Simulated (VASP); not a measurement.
# In2BAs3 (P6/mmm) in VASP: relaxation of cell and atoms with PBE

Aim: the relaxation of cell and atoms of In2BAs3 with PBE.

Program: VASP 6.6.1. These are calculated values, not measurements. Logs are shortened: lines on timing, memory, paths and dates and some standing lists are left out, and cuts for length are marked.

## 1. The cell of the first run

Symmetry: P6/mmm, No. 191, hexagonal system. The conventional cell has a = 5.484 Å, b = 5.484 Å, c = 5.311 Å, α = 90.00°, β = 90.00°, γ = 120.00°. In (site symmetry -6m2) has 6 As at 3.09 Å and 3 B at 3.17 Å and 3 In at 3.17 Å within 4.1 Å. B (site symmetry 6/mmm) has 6 In at 3.17 Å and 12 As at 3.82 Å within 4.2 Å. As (site symmetry mmm) has 4 As at 2.74 Å and 4 In at 3.09 Å within 3.6 Å.

The cell was built from a structure type or drawn by symmetry, and may not be a known phase.

## 2. Relaxation of cell and atoms, PBE

Input file INCAR:

```
SYSTEM = In2BAs3
  PREC = Accurate
  ENCUT = 500
  EDIFF = 1E-7
  ISMEAR = 0
  SIGMA = 0.1
  LREAL = .False.
  LASPH = .True.
  NELM = 120
  ALGO = Normal
  ISIF = 3
  LWAVE = .False.
  LCHARG = .False.
  GGA = PE
  IBRION = 2
  NSW = 100
  EDIFFG = -0.01
  GGA_COMPAT = .False.
  NELMIN = 4
```

Input file KPOINTS:

```
regular mesh
0
Gamma
  12 12 8
  0 0 0
```

Input file POSCAR:

```
In2BAs3
1.0
    5.4839143967      0.0000000000      0.0000000000
   -2.7419571983      4.7492091797      0.0000000000
    0.0000000000      0.0000000000      5.3114271223
In B As
2 1 3
Direct
    0.3333333333      0.6666666667      0.0000000000
    0.6666666667      0.3333333333      0.0000000000
    0.0000000000      0.0000000000      0.0000000000
    0.5000000000      0.0000000000      0.5000000000
    0.5000000000      0.5000000000      0.5000000000
    0.0000000000      0.5000000000      0.5000000000
```

Potentials or basis: VASP PAW PBE potentials, release 64 (In_d, B, As).

Started as:

```sh
> cat potpaw_PBE.64/In_d/POTCAR potpaw_PBE.64/B/POTCAR potpaw_PBE.64/As/POTCAR > POTCAR
> mpirun -np 1 vasp_std > vasp.out
```

OUTCAR:

```text
SYSTEM = In2BAs3
   PREC = Accurate
   ENCUT = 500
   EDIFF = 1E-7
   ISMEAR = 0
   LREAL = .False.
   LASPH = .True.
   NELM = 120
   ISIF = 3
   GGA = PE
   IBRION = 2
   NSW = 100
   EDIFFG = -0.01
   NELMIN = 4

 ion  position               nearest neighbor table
   1  0.333  0.667  0.000-   4 3.09   4 3.09   6 3.09   6 3.09   5 3.09   5 3.09   2 3.17   2 3.17
                             2 3.17
   2  0.667  0.333  0.000-   4 3.09   4 3.09   6 3.09   6 3.09   5 3.09   5 3.09   1 3.17   1 3.17
                             1 3.17
   3  0.000  0.000  0.000-
   4  0.500  0.000  0.500-   5 2.74   5 2.74   6 2.74   6 2.74   1 3.09   2 3.09   1 3.09   2 3.09

   5  0.500  0.500  0.500-   4 2.74   4 2.74   6 2.74   6 2.74   1 3.09   2 3.09   1 3.09   2 3.09

   6  0.000  0.500  0.500-   5 2.74   5 2.74   4 2.74   4 2.74   1 3.09   2 3.09   1 3.09   2 3.09

  LATTYP: Found a hexagonal cell.
 ALAT       =     5.4839143967
 C/A-ratio  =     0.9685466873

  Lattice vectors:

 A1 = (   5.4839143967,   0.0000000000,   0.0000000000)
 A2 = (  -2.7419571983,   4.7492091797,   0.0000000000)
 A3 = (   0.0000000000,   0.0000000000,   5.3114271223)

Analysis of symmetry for initial positions (statically):
=====================================================================
 Subroutine PRICEL returns:
 Original cell was already a primitive cell.

 Routine SETGRP: Setting up the symmetry group for a
 hexagonal supercell.

 Subroutine GETGRP returns: Found 24 space group operations
 (whereof 24 operations were pure point group operations)
 out of a pool of 24 trial point group operations.

The static configuration has the point symmetry D_6h.

Analysis of symmetry for dynamics (positions and initial velocities):
=====================================================================
 Subroutine PRICEL returns:
 Original cell was already a primitive cell.

 Routine SETGRP: Setting up the symmetry group for a
 hexagonal supercell.

 Subroutine GETGRP returns: Found 24 space group operations
 (whereof 24 operations were pure point group operations)
 out of a pool of 24 trial point group operations.

The dynamic configuration has the point symmetry D_6h.

 Subroutine INISYM returns: Found 24 space group operations
 (whereof 24 operations are pure point group operations),
 and found     1 'primitive' translations

----------------------------------------------------------------------------------------

                                     Primitive cell

  volume of cell :     138.3322

  direct lattice vectors                    reciprocal lattice vectors
     5.483914397  0.000000000  0.000000000     0.182351497  0.105280686  0.000000000
    -2.741957198  4.749209180  0.000000000     0.000000000  0.210561372  0.000000000
     0.000000000  0.000000000  5.311427122     0.000000000  0.000000000  0.188273317

  length of vectors
     5.483914397  5.483914397  5.311427122     0.210561372  0.210561372  0.188273317

  position of ions in fractional coordinates (direct lattice)
     0.333333333  0.666666667  0.000000000
     0.666666667  0.333333333  0.000000000
     0.000000000  0.000000000  0.000000000
     0.500000000  0.000000000  0.500000000
     0.500000000  0.500000000  0.500000000
     1.000000000  0.500000000  0.500000000

  ion indices of the primitive-cell ions
   primitive index   ion index
                 1           1
                 2           2
                 3           3
                 4           4
                 5           5
                 6           6

----------------------------------------------------------------------------------------

 KPOINTS: regular mesh

Automatic generation of k-mesh.
 Grid dimensions read from file:
 generate k-points for:   12   12    8

 Generating k-lattice:

  Cartesian coordinates                     Fractional coordinates (reciprocal lattice)
     0.015195958  0.008773390  0.000000000     0.083333333 -0.000000000  0.000000000
     0.000000000  0.017546781  0.000000000     0.000000000  0.083333333  0.000000000
     0.000000000  0.000000000  0.023534165     0.000000000  0.000000000  0.125000000

  Length of vectors
     0.017546781  0.017546781  0.023534165

  Shift w.r.t. Gamma in fractional coordinates (k-lattice)
     0.000000000  0.000000000  0.000000000

 Subroutine IBZKPT returns following result:
 ===========================================

 Found     95 irreducible k-points:

 Following reciprocal coordinates:
            Coordinates               Weight
  0.000000  0.000000  0.000000      1.000000
  0.083333 -0.000000  0.000000      6.000000
  0.166667 -0.000000  0.000000      6.000000
  0.250000 -0.000000  0.000000      6.000000
  0.333333  0.000000  0.000000      6.000000
  0.416667 -0.000000  0.000000      6.000000
[... 16 lines left out ...]
  0.250000 -0.000000  0.125000     12.000000
  0.333333  0.000000  0.125000     12.000000
 [... further k-points ...]
   k-points           NKPTS =     95   k-points in BZ     NKDIM =     95   number of bands    NBANDS=     26
   number of dos      NEDOS =    301   number of ions     NIONS =      6
   total plane-waves  NPLWV =  64000
   dimension x,y,z NGX =    40 NGY =   40 NGZ =   40
   dimension x,y,z NGXF=    80 NGYF=   80 NGZF=   80
   ions per type =               2   1   3
   NGX,Y,Z   is equivalent  to a cutoff of  12.13, 12.13, 12.52 a.u.
   NGXF,Y,Z  is equivalent  to a cutoff of  24.25, 24.25, 25.04 a.u.
 SYSTEM =  In2BAs3
   PREC   = accura    normal or accurate (medium, high low for compatibility)
   ISTART =      0    job   : 0-new  1-cont  2-samecut
   ICHARG =      2    charge: 1-file 2-atom 10-const
   ISPIN  =      1    spin polarized calculation?
   LNONCOLLINEAR =      F non collinear calculations
   LSORBIT =      F    spin-orbit coupling
   LASPH  =      T    aspherical Exc in radial PAW
   ENCUT  =  500.0 eV  36.75 Ry    6.06 a.u.  10.00 10.00  9.68*2*pi/ulx,y,z
   NELM   =    120;   NELMIN=  4; NELMDL= -5     # of ELM steps
   EDIFF  = 0.1E-06   stopping-criterion for ELM
   LREAL  =      F    real-space projection
   EDIFFG = -.1E-01   stopping-criterion for IOM
   NSW    =    100    number of steps for IOM
   IBRION =      2    ionic relax: 0-MD 1-quasi-New 2-CG
   NFREE  =      1    steps in history (QN), initial steepest desc. (CG)
   ISIF   =      3    stress and relaxation
   ISYM   =      2    0-nonsym 1-usesym 2-fastsym
   POTIM  = 0.5000    time-step for ionic-motion
   TEBEG  =    0.0;   TEEND  =   0.0 temperature during run
   PSTRESS=    0.0 pullay stress
   NELECT =      44.0000    total number of electrons
   NUPDOWN=      -1.0000    fix difference up-down
   EMIN   =  10.00;   EMAX   =-10.00  energy-range for DOS
   EFERMI =   0.00;   METHOD = LEGACY
   ISMEAR =     0;   SIGMA  =   0.10  broadening in eV -4-tet -1-fermi 0-gaus
   EFERMI_NEDOS =   21; number of points for ismear=-14 and -15
   IALGO  =     38    algorithm
   IMIX   =      4    mixing-type and parameters
     AMIX     =   0.40;   BMIX     =  1.00
     AMIX_MAG =   1.60;   BMIX_MAG =  1.00
  volume/ion in A,a.u.               =      23.06       155.59
  Fermi-wavevector in a.u.,A,eV,Ry     =   1.117510  2.111787 16.991337  1.248828
  Thomas-Fermi vector in A             =   2.254133
   LORBIT       =      0    0 simple, 1 ext, 2 COOP (PROOUT), +10 PAW based schemes
   GGA     = PE    functional components
   LHFCALC =     F    Hartree Fock is set to
   AEXX    =    0.0000 exact exchange contribution
   IVDW    =     0    specifies the selected vdW correction
   LEPSILON=     F    determine dielectric tensor
   LRPA    =     F    only Hartree local field effects (RPA)
 conjugate gradient relaxation of ions
 non-spin polarized calculation
 Gauss-broadening in eV      SIGMA  =   0.10
  energy-cutoff  :      500.00
  volume of cell :      138.33
 maximum number of plane-waves:      3542
 NGX is ok and might be reduce to    40
   NGX = 19   NGY = 19   NGZ = 19

--------------------------------------- Ionic step        1  -------------------------------------------

 number of electron      44.0000004 magnetization

 Free energy of the ion-electron system (eV)
  ---------------------------------------------------
  ext. energy  EPLUGINS =         0.00000000
  ---------------------------------------------------
  free energy    TOTEN  =       -20.37552741 eV

  energy without entropy =      -20.36008199  energy(sigma->0) =      -20.36780470

------------------------ aborting loop because EDIFF is reached ----------------------------------------

  FORCE on cell =-STRESS in cart. coord.  units (eV):
  Direction    XX          YY          ZZ          XY          YZ          ZX
  --------------------------------------------------------------------------------------
  -------------------------------------------------------------------------------------
  Total       -1.2608070     -1.2608070      1.9343957     -0.0000000      0.0000000     -0.0000000
  in kB      -14.6027960    -14.6027960     22.4043685     -0.0000000      0.0000000     -0.0000000
  external PRESSURE =      -2.2670745 kB  Pullay stress =       0.0000000 kB
[... 305 lines left out ...]
  energy  without entropy=      -20.4663830912  energy(sigma->0) =      -20.47690779

--------------------------------------- Ionic step        9  -------------------------------------------

 number of electron      44.0000005 magnetization

 Free energy of the ion-electron system (eV)
  ---------------------------------------------------
  ext. energy  EPLUGINS =         0.00000000
  ---------------------------------------------------
  free energy    TOTEN  =       -20.48773093 eV

  energy without entropy =      -20.46643674  energy(sigma->0) =      -20.47708383

 E-fermi :   5.0757     XC(G=0):  -9.7092

 val. band max:        5.0747786435   @ k =   0.5000  -0.0000   0.2500
 cond. band min:       5.0758827977   @ k =   0.2500   0.1667   0.3750
 fundamental gap:      0.0011041542
 Fermi energy:         5.0757454865

 k-point     1 :       0.0000    0.0000    0.0000
  band No.  band energies     occupation
      1      -9.6721      2.00000
      2      -9.4730      2.00000
      3      -9.4730      2.00000
      4      -9.4700      2.00000
      5      -9.4700      2.00000
      6      -9.3179      2.00000
[... 685 lines left out ...]
     25       6.4381      0.00000
     26       7.3283      0.00000

 [... further k-points ...]

------------------------ aborting loop because EDIFF is reached ----------------------------------------

  FORCE on cell =-STRESS in cart. coord.  units (eV):
  Direction    XX          YY          ZZ          XY          YZ          ZX
  --------------------------------------------------------------------------------------
  -------------------------------------------------------------------------------------
  Total        0.0005796      0.0005796     -0.0018549      0.0000000     -0.0000000      0.0000000
  in kB        0.0066707      0.0066707     -0.0213475      0.0000000     -0.0000000      0.0000000
  external PRESSURE =      -0.0026687 kB  Pullay stress =       0.0000000 kB
[... 21 lines left out ...]
  FREE ENERGIE OF THE ION-ELECTRON SYSTEM (eV)
  ---------------------------------------------------
  free  energy   TOTEN  =       -20.4877309282 eV

  energy  without entropy=      -20.4664367389  energy(sigma->0) =      -20.47708383

 reached required accuracy - stopping structural energy minimisation
```

Run time: 16 min. Hardware: 1 thread of Intel Xeon 6975P-C (Granite Rapids), shared host; peak memory 0.48 GiB.

Results:

```
Free energy                           : -20.4877 eV
Relaxed volume                        : 23.20 Å³/atom
Relaxed cell                          : a = 5.281 Å, b = 5.281 Å, c = 5.764 Å, α = 90.00°, β = 90.00°, γ = 120.00°
Space group after relaxing (to 0.1 Å) : P6/mmm (No. 191)
Energy gained by relaxing             : 18.7 meV/atom
Ionic steps                           : 9
Pressure after relaxing               : 0.0 GPa
Band gap on the k mesh                : zero (bands 22 and 23 overlap by 1.22 eV)
```

The path:
```
step  energy change (eV)  largest force (eV/Å)  pressure (GPa)  volume (Å³)
   1              0.0000                0.0000           -0.23       138.33
   2             -0.0457                0.0000           -0.01       137.65
   3             -0.0719                0.0000            0.38       136.79
   4             -0.0915                0.0000            1.60       134.84
   5             -0.0921                0.0000            1.09       135.59
   6             -0.0939                0.0000            1.35       135.19
   7             -0.1090                0.0000           -0.36       140.66
   8             -0.1119                0.0000            0.10       139.03
   9             -0.1122                0.0000            0.00       139.21
```

Final structure:
```
In B As
1.0
     5.28097    0.00000    0.00000
    -2.64048    4.57345    0.00000
     0.00000    0.00000    5.76395
In B As
2 1 3
Cartesian
  0.0000 3.0490 0.0000
  2.6405 1.5245 0.0000
  2.6405 4.5735 5.7639
  0.0000 4.5735 2.8820
  1.3202 2.2867 2.8820
  3.9607 2.2867 2.8820
```

Caveat: spin-orbit coupling is left out, which moves the levels of the heavy elements.
